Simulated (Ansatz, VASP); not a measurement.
KF: VASP beside Ansatz

File INCAR:

```
SYSTEM = KF
  PREC = Accurate
  ENCUT = 520
  EDIFF = 1E-6
  ISMEAR = 0
  SIGMA = 0.02
  LREAL = .False.
  LASPH = .True.
  NELM = 60
  ALGO = Normal
  ISIF = 2
  LWAVE = .False.
  LCHARG = .True.
  GGA = PE
  LELF = .True.
  LVHAR = .True.
  NBANDS = 15
```

KPOINTS

```
regular mesh
0
Gamma
  8 8 8
  0 0 0
```

Contents of POSCAR:

```
KF
1.0
    0.0000000000      2.5963606195      2.5963606195
    2.5963606195      0.0000000000      2.5963606195
    2.5963606195      2.5963606195      0.0000000000
K F
1 1
Direct
    0.0000000000      0.0000000000      0.0000000000
    0.5000000000      0.5000000000      0.5000000000
```

Input for Ansatz:

```yaml
crystal:
  lattice:
    - [0.0, 2.5963606195, 2.5963606195]
    - [2.5963606195, 0.0, 2.5963606195]
    - [2.5963606195, 2.5963606195, 0.0]
  atoms:
    - { symbol: K, position: [0.0, 0.0, 0.0] }
    - { symbol: F, position: [0.5, 0.5, 0.5] }
basis:
  ecutwfc: 420
kpoints:
  mp_grid: { grid: [8, 8, 8] }
hamiltonian:
  xc: pbe
scf:
  occupations: { method: gaussian, width: 0.02 }
output:
  forces: true
  stress: true
  eigenvalues: true
  populations: true
```

Alike in both runs: task single point; functional PBE; k mesh 8 × 8 × 8; occupations gaussian, width 0.02 eV; no spin polarisation.

|  | VASP | Ansatz |
| --- | --- | --- |
| version | VASP 6.6.1 | Ansatz 0.2.0 |
| potentials or method | VASP PAW PBE potentials, release 64 (K_sv, F), cutoff 520 eV | scalar-relativistic, plane waves, PAW |
| valence electrons in the cell | 16 | 16 |

```csv
,VASP,Ansatz,Ansatz less VASP
gap on the k mesh at the Fermi level (eV),6.64,6.66,+0.019
least direct gap on the mesh (eV),6.64,6.66,+0.019
pressure (GPa),5.2,5.1,-0.14
```
